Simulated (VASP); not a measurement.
# As3Se (P6_3/mmc) in VASP: notebook

The runs below take As3Se through single point, relaxation of cell and atoms, with PBE.

Program: VASP 6.6.1. These are calculated values, not measurements. Logs are shortened: lines on timing, memory, paths and dates and some standing lists are left out, and cuts for length are marked.

## (1) The cell of the first run

Symmetry: P6_3/mmc, No. 194, hexagonal system. Conventional cell: a = 5.013 Å, b = 5.013 Å, c = 7.762 Å, α = 90.00°, β = 90.00°, γ = 120.00°. As (site symmetry -6m2) has 3 Se at 2.89 Å and 14 As at 3.17 to 3.89 Å within 3.9 Å. As (site symmetry 3m) has 7 As at 2.57 to 3.18 Å and 4 Se at 2.60 to 3.17 Å within 3.4 Å. Se (site symmetry -6m2) has 11 As at 2.60 to 3.17 Å within 3.4 Å.

The cell was generated, and may not be a known phase.

## (2) Single point, PBE

Contents of INCAR:

```
SYSTEM = As3Se
PREC     = Accurate       ! precision mode
ENCUT    = 520            ! plane-wave cutoff, eV
EDIFF    = 1E-6           ! SCF threshold, eV
ISMEAR   = 0              ! smearing method
SIGMA    = 0.2            ! smearing width, eV
LREAL    = .FALSE.        ! projectors in reciprocal space
LASPH    = .TRUE.         ! aspherical terms in the spheres
NELM     = 80             ! most SCF steps
ALGO     = Normal         ! electronic algorithm
ISIF     = 2              ! what is computed and relaxed
LWAVE    = .FALSE.        ! write WAVECAR
LCHARG   = .TRUE.         ! write CHGCAR
GGA      = PE             ! functional
LELF     = .TRUE.         ! ELF
LVHAR    = .TRUE.       
NBANDS   = 31             ! bands
```

Contents of KPOINTS:

```
Automatic mesh
0
G
  4 4 2
  0 0 0
```

Contents of POSCAR:

```
As3Se
1.0
    5.0127188571      0.0000000028      0.0000000000
   -2.5063594310      4.3411418709      0.0000000000
    0.0000000000      0.0000000000      7.7617718969
As Se
6 2
Direct
    0.0000000000      0.0000000000      0.2500000000
    0.0000000000      0.0000000000      0.7500000000
    0.3333333333      0.6666666667      0.5843597962
    0.6666666667      0.3333333333      0.0843597962
    0.3333333333      0.6666666667      0.9156402038
    0.6666666667      0.3333333333      0.4156402038
    0.3333333333      0.6666666667      0.2500000000
    0.6666666667      0.3333333333      0.7500000000
```

Potentials or basis: VASP PAW PBE potentials, release 64 (As, Se).

Started as:

```sh
$ cat potpaw_PBE.64/As/POTCAR potpaw_PBE.64/Se/POTCAR > POTCAR
$ mpirun -np 1 vasp_std > vasp.out
```

OUTCAR:

```text
SYSTEM = As3Se
   PREC = Accurate
   ENCUT = 520
   EDIFF = 1E-6
   ISMEAR = 0
   LREAL = .FALSE.
   LASPH = .TRUE.
   NELM = 80
   ISIF = 2
   GGA = PE

 ion  position               nearest neighbor table
   1  0.000  0.000  0.250-
   2  0.000  0.000  0.750-
   3  0.333  0.667  0.584-   5 2.57   7 2.60
   4  0.667  0.333  0.084-   6 2.57   8 2.60
   5  0.333  0.667  0.916-   3 2.57   7 2.60
   6  0.667  0.333  0.416-   4 2.57   8 2.60
   7  0.333  0.667  0.250-   3 2.60   5 2.60
   8  0.667  0.333  0.750-   4 2.60   6 2.60

  LATTYP: Found a hexagonal cell.
 ALAT       =     5.0127188571
 C/A-ratio  =     1.5484155641

  Lattice vectors:

 A1 = (   5.0127188571,   0.0000000028,   0.0000000000)
 A2 = (  -2.5063594310,   4.3411418709,   0.0000000000)
 A3 = (   0.0000000000,   0.0000000000,   7.7617718969)

Analysis of symmetry for initial positions (statically):
=====================================================================
 Subroutine PRICEL returns:
 Original cell was already a primitive cell.

 Routine SETGRP: Setting up the symmetry group for a
 hexagonal supercell.

 Subroutine GETGRP returns: Found 24 space group operations
 (whereof 12 operations were pure point group operations)
 out of a pool of 24 trial point group operations.

The static configuration has the point symmetry D_3d.
 The point group associated with its full space group is D_6h.

Analysis of symmetry for dynamics (positions and initial velocities):
=====================================================================
 Subroutine PRICEL returns:
 Original cell was already a primitive cell.

 Routine SETGRP: Setting up the symmetry group for a
 hexagonal supercell.

 Subroutine GETGRP returns: Found 24 space group operations
 (whereof 12 operations were pure point group operations)
 out of a pool of 24 trial point group operations.

The dynamic configuration has the point symmetry D_3d.
 The point group associated with its full space group is D_6h.

 Subroutine INISYM returns: Found 24 space group operations
 (whereof 12 operations are pure point group operations),
 and found     1 'primitive' translations

----------------------------------------------------------------------------------------

                                     Primitive cell

  volume of cell :     168.9033

  direct lattice vectors                    reciprocal lattice vectors
     5.012718857  0.000000003  0.000000000     0.199492537  0.115177070  0.000000000
    -2.506359431  4.341141871  0.000000000    -0.000000000  0.230354139  0.000000000
     0.000000000  0.000000000  7.761771897     0.000000000  0.000000000  0.128836561

  length of vectors
     5.012718857  5.012718857  7.761771897     0.230354139  0.230354139  0.128836561

  position of ions in fractional coordinates (direct lattice)
     0.000000000  0.000000000  0.250000000
     0.000000000  0.000000000  0.750000000
     0.333333333  0.666666667  0.584359796
     0.666666667  0.333333333  0.084359796
     0.333333333  0.666666667  0.915640204
     0.666666667  0.333333333  0.415640204
     0.333333333  0.666666667  0.250000000
     0.666666667  0.333333333  0.750000000

  ion indices of the primitive-cell ions
   primitive index   ion index
                 1           1
                 2           2
                 3           3
                 4           4
                 5           5
                 6           6
                 7           7
                 8           8

----------------------------------------------------------------------------------------

 KPOINTS: Automatic mesh

Automatic generation of k-mesh.
 Grid dimensions read from file:
 generate k-points for:    4    4    2

 Generating k-lattice:

  Cartesian coordinates                     Fractional coordinates (reciprocal lattice)
     0.049873134  0.028794267  0.000000000     0.250000000 -0.000000000  0.000000000
    -0.000000000  0.057588535  0.000000000    -0.000000000  0.250000000  0.000000000
     0.000000000  0.000000000  0.064418281     0.000000000  0.000000000  0.500000000

  Length of vectors
     0.057588535  0.057588535  0.064418281

  Shift w.r.t. Gamma in fractional coordinates (k-lattice)
     0.000000000  0.000000000  0.000000000

 Subroutine IBZKPT returns following result:
 ===========================================

 Found      8 irreducible k-points:

 Following reciprocal coordinates:
            Coordinates               Weight
  0.000000  0.000000  0.000000      1.000000
  0.250000  0.000000  0.000000      6.000000
  0.500000  0.000000  0.000000      3.000000
  0.250000  0.250000  0.000000      6.000000
  0.000000  0.000000  0.500000      1.000000
  0.250000  0.000000  0.500000      6.000000
  0.500000  0.000000  0.500000      3.000000
  0.250000  0.250000  0.500000      6.000000
   k-points           NKPTS =      8   k-points in BZ     NKDIM =      8   number of bands    NBANDS=     31
   number of dos      NEDOS =    301   number of ions     NIONS =      8
   total plane-waves  NPLWV =  96000
   dimension x,y,z NGX =    40 NGY =   40 NGZ =   60
   dimension x,y,z NGXF=    80 NGYF=   80 NGZF=  120
   ions per type =               6   2
   NGX,Y,Z   is equivalent  to a cutoff of  13.27, 13.27, 12.85 a.u.
   NGXF,Y,Z  is equivalent  to a cutoff of  26.53, 26.53, 25.70 a.u.
 SYSTEM =  As3Se
   PREC   = accura    normal or accurate (medium, high low for compatibility)
   ISTART =      0    job   : 0-new  1-cont  2-samecut
   ICHARG =      2    charge: 1-file 2-atom 10-const
   ISPIN  =      1    spin polarized calculation?
   LNONCOLLINEAR =      F non collinear calculations
   LSORBIT =      F    spin-orbit coupling
   LASPH  =      T    aspherical Exc in radial PAW
   ENCUT  =  520.0 eV  38.22 Ry    6.18 a.u.   9.32  9.32 14.43*2*pi/ulx,y,z
   NELM   =     80;   NELMIN=  2; NELMDL= -5     # of ELM steps
   EDIFF  = 0.1E-05   stopping-criterion for ELM
   LREAL  =      F    real-space projection
   EDIFFG = 0.1E-04   stopping-criterion for IOM
   NSW    =      0    number of steps for IOM
   IBRION =     -1    ionic relax: 0-MD 1-quasi-New 2-CG
   NFREE  =      0    steps in history (QN), initial steepest desc. (CG)
   ISIF   =      2    stress and relaxation
   ISYM   =      2    0-nonsym 1-usesym 2-fastsym
   POTIM  = 0.5000    time-step for ionic-motion
   TEBEG  =    0.0;   TEEND  =   0.0 temperature during run
   PSTRESS=    0.0 pullay stress
   NELECT =      42.0000    total number of electrons
   NUPDOWN=      -1.0000    fix difference up-down
   EMIN   =  10.00;   EMAX   =-10.00  energy-range for DOS
   EFERMI =   0.00;   METHOD = LEGACY
   ISMEAR =     0;   SIGMA  =   0.20  broadening in eV -4-tet -1-fermi 0-gaus
   EFERMI_NEDOS =   21; number of points for ismear=-14 and -15
   IALGO  =     38    algorithm
   IMIX   =      4    mixing-type and parameters
     AMIX     =   0.40;   BMIX     =  1.00
     AMIX_MAG =   1.60;   BMIX_MAG =  1.00
  volume/ion in A,a.u.               =      21.11       142.48
  Fermi-wavevector in a.u.,A,eV,Ry     =   1.029466  1.945408 14.419448  1.059800
  Thomas-Fermi vector in A             =   2.163515
   LORBIT       =      0    0 simple, 1 ext, 2 COOP (PROOUT), +10 PAW based schemes
   GGA     = PE    functional components
   LHFCALC =     F    Hartree Fock is set to
   AEXX    =    0.0000 exact exchange contribution
   IVDW    =     0    specifies the selected vdW correction
   LEPSILON=     F    determine dielectric tensor
   LRPA    =     F    only Hartree local field effects (RPA)
 non-spin polarized calculation
 Gauss-broadening in eV      SIGMA  =   0.20
  energy-cutoff  :      520.00
  volume of cell :      168.90
 maximum number of plane-waves:      4577
 NGX is ok and might be reduce to    40
   NGX = 19   NGY = 19   NGZ = 29

 number of electron      41.9999999 magnetization

 Free energy of the ion-electron system (eV)
  ---------------------------------------------------
  ext. energy  EPLUGINS =         0.00000000
  ---------------------------------------------------
  free energy    TOTEN  =       -30.55599173 eV

  energy without entropy =      -30.46806338  energy(sigma->0) =      -30.51202755

 E-fermi :   5.2529     XC(G=0): -10.2615

 val. band max:        5.2217433960   @ k =   0.2500   0.2500   0.0000
 cond. band min:       5.2747002072   @ k =   0.0000   0.0000   0.5000
 fundamental gap:      0.0529568112
 Fermi energy:         5.2528770324

 k-point     1 :       0.0000    0.0000    0.0000
  band No.  band energies     occupation
      1     -10.1599      2.00000
      2      -9.0034      2.00000
      3      -6.3135      2.00000
      4      -6.0379      2.00000
      5      -5.1471      2.00000
      6      -4.1086      2.00000
[... 23 lines left out ...]
     30       9.1019      0.00000
     31      11.0146      0.00000

 k-point     2 :       0.2500    0.0000    0.0000
  band No.  band energies     occupation
      1      -9.8263      2.00000
      2      -8.8018      2.00000
      3      -6.4510      2.00000
      4      -5.9999      2.00000
      5      -5.6097      2.00000
      6      -4.6630      2.00000
[... 23 lines left out ...]
     30       8.7960      0.00000
     31      11.2666      0.00000

 k-point     3 :       0.5000    0.0000    0.0000
  band No.  band energies     occupation
      1      -9.2319      2.00000
      2      -8.7764      2.00000
      3      -6.6296      2.00000
      4      -6.3855      2.00000
      5      -5.4344      2.00000
      6      -5.1524      2.00000
[... 23 lines left out ...]
     30       7.4768      0.00000
     31      11.0857      0.00000

 k-point     4 :       0.2500    0.2500    0.0000
  band No.  band energies     occupation
      1      -9.2840      2.00000
      2      -8.7245      2.00000
      3      -6.5521      2.00000
      4      -6.0917      2.00000
      5      -5.4958      2.00000
      6      -5.4554      2.00000
[... 23 lines left out ...]
     30       8.4343      0.00000
     31      11.0264      0.00000

 k-point     5 :       0.0000    0.0000    0.5000
  band No.  band energies     occupation
      1      -9.7049      2.00000
      2      -9.7049      2.00000
      3      -5.9446      2.00000
      4      -5.9446      2.00000
      5      -4.5732      2.00000
      6      -4.5732      2.00000
[... 23 lines left out ...]
     30       8.3350      0.00000
     31       9.3249      0.00000

 k-point     6 :       0.2500    0.0000    0.5000
  band No.  band energies     occupation
      1      -9.3990      2.00000
      2      -9.3990      2.00000
      3      -6.3863      2.00000
      4      -6.3863      2.00000
      5      -4.7117      2.00000
      6      -4.7117      2.00000
[... 23 lines left out ...]
     30       8.4238      0.00000
     31       8.9330      0.00000

 k-point     7 :       0.5000    0.0000    0.5000
  band No.  band energies     occupation
      1      -8.9495      2.00000
      2      -8.9495      2.00000
      3      -6.9976      2.00000
      4      -6.9976      2.00000
      5      -5.0243      2.00000
      6      -5.0243      2.00000
[... 23 lines left out ...]
     30       7.7619      0.00000
     31       8.5218      0.00000

 k-point     8 :       0.2500    0.2500    0.5000
  band No.  band energies     occupation
      1      -8.9725      2.00000
      2      -8.9725      2.00000
      3      -6.8237      2.00000
      4      -6.8237      2.00000
      5      -5.3352      2.00000
      6      -5.3352      2.00000
[... 23 lines left out ...]
     30       8.0858      0.00000
     31       8.6557      0.00000

------------------------ aborting loop because EDIFF is reached ----------------------------------------

  FORCE on cell =-STRESS in cart. coord.  units (eV):
  Direction    XX          YY          ZZ          XY          YZ          ZX
  --------------------------------------------------------------------------------------
  -------------------------------------------------------------------------------------
  Total       -0.1280647     -0.1280647     -0.0388721      0.0000000      0.0000000      0.0000000
  in kB       -1.2147916     -1.2147916     -0.3687316      0.0000000      0.0000000      0.0000000
  external PRESSURE =      -0.9327716 kB  Pullay stress =       0.0000000 kB

 VOLUME and BASIS-vectors are now :
 -----------------------------------------------------------------------------
  energy-cutoff  :      520.00
  volume of cell :      168.90
      direct lattice vectors                 reciprocal lattice vectors
     5.012718857  0.000000003  0.000000000     0.199492537  0.115177070  0.000000000
    -2.506359431  4.341141871  0.000000000    -0.000000000  0.230354139  0.000000000
     0.000000000  0.000000000  7.761771897     0.000000000  0.000000000  0.128836561

 POSITION                                       TOTAL-FORCE (eV/Angst)
 -----------------------------------------------------------------------------------
      0.00000      0.00000      1.94044         0.000000     -0.000000      0.000000
      0.00000      0.00000      5.82133        -0.000000      0.000000      0.000000
     -0.00000      2.89409      4.53567         0.000000      0.000000      0.037756
      2.50636      1.44705      0.65478        -0.000000      0.000000      0.037756
     -0.00000      2.89409      7.10699         0.000000     -0.000000     -0.037756
      2.50636      1.44705      3.22610        -0.000000      0.000000     -0.037756
     -0.00000      2.89409      1.94044         0.000000     -0.000000      0.000000
      2.50636      1.44705      5.82133        -0.000000      0.000000      0.000000
 -----------------------------------------------------------------------------------
    total drift:                               -0.000000     -0.000000     -0.000000

  FREE ENERGIE OF THE ION-ELECTRON SYSTEM (eV)
  ---------------------------------------------------
  free  energy   TOTEN  =       -30.5559917281 eV

  energy  without entropy=      -30.4680633802  energy(sigma->0) =      -30.51202755
```

Run time: 90 s. Hardware: 1 thread of Intel Xeon 8259CL, shared host; peak memory 0.3 GiB.

What came out:

```yaml
Free_energy: -30.5560 eV
Pressure: -0.1 GPa
Largest_force: 0.038 eV/Å
Band_gap_on_the_k_mesh: zero (bands 21 and 22 overlap by 2.37 eV)
```

Forces in eV/Å, atoms in the order of the input:
```
As   0.000  0.000  0.000
As   0.000  0.000  0.000
As   0.000  0.000  0.038
As   0.000  0.000  0.038
As   0.000  0.000 -0.038
As   0.000  0.000 -0.038
Se   0.000  0.000  0.000
Se   0.000  0.000  0.000
```

Levels at points of the mesh, in eV from the Fermi level:
| k point | band 17 | band 18 | band 19 | band 20 | band 21 | band 22 | band 23 | band 24 | band 25 | band 26 |
| --- | --- | --- | --- | --- | --- | --- | --- | --- | --- | --- |
| (0.00, 0.00, 0.00) | -2.85 | -2.85 | -1.83 | -1.83 | -1.47 | -1.31 | -0.84 | 0.62 | 0.62 | 1.41 |
| (0.50, 0.00, 0.00) | -2.38 | -1.63 | -0.51 | -0.34 | 0.13 | 0.27 | 0.38 | 1.20 | 1.65 | 1.91 |
| (0.00, 0.00, 0.50) | -3.37 | -3.37 | -0.36 | -0.36 | 0.02 | 0.02 | 0.02 | 0.02 | 1.25 | 1.25 |
| (0.50, 0.00, 0.50) | -0.98 | -0.98 | -0.87 | -0.87 | 0.70 | 0.70 | 1.51 | 1.51 | 1.92 | 1.92 |

Caveat: the k points lie up to 0.40 Å⁻¹ apart, too coarse for converged energies and pressures of a metal.

(Continued in part 2 of 2.)

The gap in the log of VASP goes by the Fermi energy; the results here count the filled bands.